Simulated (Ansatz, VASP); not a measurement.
This is a calculation of KF for Ansatz 0.2.0.

Contents of input.yaml:

```yaml
crystal:
  lattice:
    - [0.0, 2.6173071446, 2.6173071446]
    - [2.6173071446, 0.0, 2.6173071446]
    - [2.6173071446, 2.6173071446, 0.0]
  atoms:
    - { symbol: K, position: [0.0, 0.0, 0.0] }
    - { symbol: F, position: [0.5, 0.5, 0.5] }
kpoints:
  mp_grid: { grid: [9, 9, 9] }
scf:
  occupations: { method: fermi_dirac, width: 0.05 }
hamiltonian:
  xc: pbesol
  pseudopotentials: { kind: all_electron, lapw: { basis_error: 0.0005 } }
output:
  forces: true
  stress: true
  eigenvalues: true
```

Potentials or basis: all-electron LAPW, scalar-relativistic.

The run is started by

```console
$ ansatz run input.yaml --threads 1 --pin off --max-ram 3072MiB --backend cpu --events-out ev --progress --plain --runs-dir out
```

Q: Translate it to VASP 6.6.1. Potentials there: VASP PAW PBE potentials, release 64 (K_sv, F).

A: As run (the cutoff follows the program's own potentials):

Contents of INCAR:

```
ALGO = Normal
EDIFF = 1E-6
ENCUT = 520
GGA = PS
ISIF = 2
ISMEAR = -1
LASPH = T
LCHARG = F
LREAL = F
LWAVE = F
NBANDS = 15
NELM = 100
PREC = Accurate
SIGMA = 0.05
```

File KPOINTS:

```
k-points
0
Gamma
  9 9 9
```

Contents of POSCAR:

```
KF
1.0
    0.0000000000      2.6173071446      2.6173071446
    2.6173071446      0.0000000000      2.6173071446
    2.6173071446      2.6173071446      0.0000000000
K F
1 1
Direct
    0.0000000000      0.0000000000      0.0000000000
    0.5000000000      0.5000000000      0.5000000000
```

Potentials or basis: VASP PAW PBE potentials, release 64 (K_sv, F).

Launch:

```console
$ cat potpaw_PBE.64/K_sv/POTCAR potpaw_PBE.64/F/POTCAR > POTCAR
$ mpirun -np 1 vasp_std > vasp.out
```

Both were run:

|  | VASP | Ansatz | Ansatz less VASP |
| --- | --- | --- | --- |
| gap on the k mesh at the Fermi level (eV) | 6.35 | 6.36 | +0.013 |
| least direct gap on the mesh (eV) | 6.35 | 6.36 | +0.013 |
| pressure (GPa) | 1.6 | 1.5 | -0.11 |

VASP's potentials were made for PBE, not for PBEsol. Ansatz ran all-electron here, and VASP with PAW potentials.
